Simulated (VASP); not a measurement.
Set up this calculation in VASP 6.6.1, as the native input.

- Task: single point
- Functional: PBE
- Potentials or basis: VASP PAW PBE potentials, release 64 (In_d, P)
- Cutoff: 520 eV
- k mesh: 8 × 8 × 8
- Occupations: gaussian, width 0.01 eV
- Spin: no spin polarisation
- Dipole correction: no
- Further INCAR settings: ALGO = Normal; EDIFF = 1e-06; NBANDS = 16

The structure of InP lies in POSCAR:

```
InP
1.0
    0.0000000000      2.9538133766      2.9538133766
    2.9538133766      0.0000000000      2.9538133766
    2.9538133766      2.9538133766      0.0000000000
In P
1 1
Direct
    0.0000000000      0.0000000000      0.0000000000
    0.2500000000      0.2500000000      0.2500000000
```

These files were run (other wordings do the same):

INCAR

```
PREC = Accurate ; ENCUT = 520
EDIFF = 1E-6 ; ISMEAR = 0
SIGMA = 0.01 ; LREAL = False
LASPH = True ; NELM = 80
ALGO = Normal ; ISIF = 2
LWAVE = False ; LCHARG = False
GGA = PE ; NBANDS = 16
```

KPOINTS

```
regular mesh
0
Gamma
  8 8 8
```

Potentials or basis: VASP PAW PBE potentials, release 64 (In_d, P).

The run is started by

```sh
$ cat potpaw_PBE.64/In_d/POTCAR potpaw_PBE.64/P/POTCAR > POTCAR
$ mpirun -np 1 vasp_std > vasp.out
```

It gave:

- Pressure: 1.6 GPa
- Band gap on the k mesh: 0.58 eV, direct

Caveat: spin-orbit coupling is left out, which moves the levels of the heavy elements.

It took 38 s on 1 thread of AMD EPYC 7571, with other jobs on the host, peak memory 0.15 GiB.
